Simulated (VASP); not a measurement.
Here is a VASP 6.6.1 calculation.

Contents of INCAR:

```
PREC = Accurate
ENCUT = 520
EDIFF = 1E-6
ISMEAR = 0
SIGMA = 0.15
LREAL = F
LASPH = T
NELM = 150
ALGO = Normal
ISIF = 2
LWAVE = F
LCHARG = F
ISPIN = 2
MAGMOM = 0 0 0.438 0.438
LORBIT = 11
NUPDOWN = 0.875
LMAXMIX = 4
NBANDS = 28
```

File KPOINTS:

```
Automatic mesh
0
Gamma
  12 12 8
```

File POSCAR:

```
TePt
1.0
    4.3073750233      0.0000000000      0.0000000000
   -2.1536875117      3.7302961938      0.0000000000
    0.0000000000      0.0000000000      5.6470759316
Te Pt
2 2
Direct
    0.3333333333      0.6666666667      0.2500000000
    0.6666666667      0.3333333333      0.7500000000
    0.0000000000      0.0000000000      0.0000000000
    0.0000000000      0.0000000000      0.5000000000
```

Potentials or basis: VASP PAW LDA potentials, release 64 (Te, Pt).

Launch:

```console
$ cat potpaw_LDA.64/Te/POTCAR potpaw_LDA.64/Pt/POTCAR > POTCAR
$ mpirun -np 1 vasp_std > vasp.out
```

Problem. Predict the pressure.

Solution. -8.8 GPa.

Stress tensor (GPa, compression positive):
```
-8.48  0.00  0.00
 0.00 -8.48  0.00
 0.00  0.00 -9.34
```

Caveat: the cell stands under tension; the total moment is fixed, so each spin has its own Fermi level and the state may be an excited one.
